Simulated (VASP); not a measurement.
A run of VASP 6.6.1 is set up as follows.

Contents of INCAR:

```
PREC     = Accurate       # precision mode
ENCUT    = 500            # plane-wave cutoff, eV
EDIFF    = 1E-6           # SCF threshold, eV
ISMEAR   = 0              # smearing method
SIGMA    = 0.02           # smearing width, eV
LREAL    = F              # projectors in reciprocal space
LASPH    = T              # aspherical terms in the spheres
NELM     = 120            # most SCF steps
ALGO     = Normal         # electronic algorithm
ISIF     = 2              # what is computed and relaxed
LWAVE    = F              # write WAVECAR
LCHARG   = F              # write CHGCAR
NBANDS   = 16             # bands
GGA_COMPAT= F
```

Contents of KPOINTS:

```
Automatic mesh
0
Gamma
  8 8 8
```

POSCAR

```
CdS
1.0
    0.0000000000      2.8785019871      2.8785019871
    2.8785019871      0.0000000000      2.8785019871
    2.8785019871      2.8785019871      0.0000000000
Cd S
1 1
Direct
    0.0000000000      0.0000000000      0.0000000000
    0.7500000000      0.7500000000      0.7500000000
```

Potentials or basis: VASP PAW LDA potentials, release 64 (Cd, S).

Run with:

```console
$ cat potpaw_LDA.64/Cd/POTCAR potpaw_LDA.64/S/POTCAR > POTCAR
$ mpirun -np 1 vasp_std > vasp.out
```

Question: Predict the band gap on the k mesh.

Answer: 0.98 eV, direct.

Question: What does it give for the pressure?

Answer: 0.5 GPa.

As with any semilocal functional, this LDA gap is likely too small.
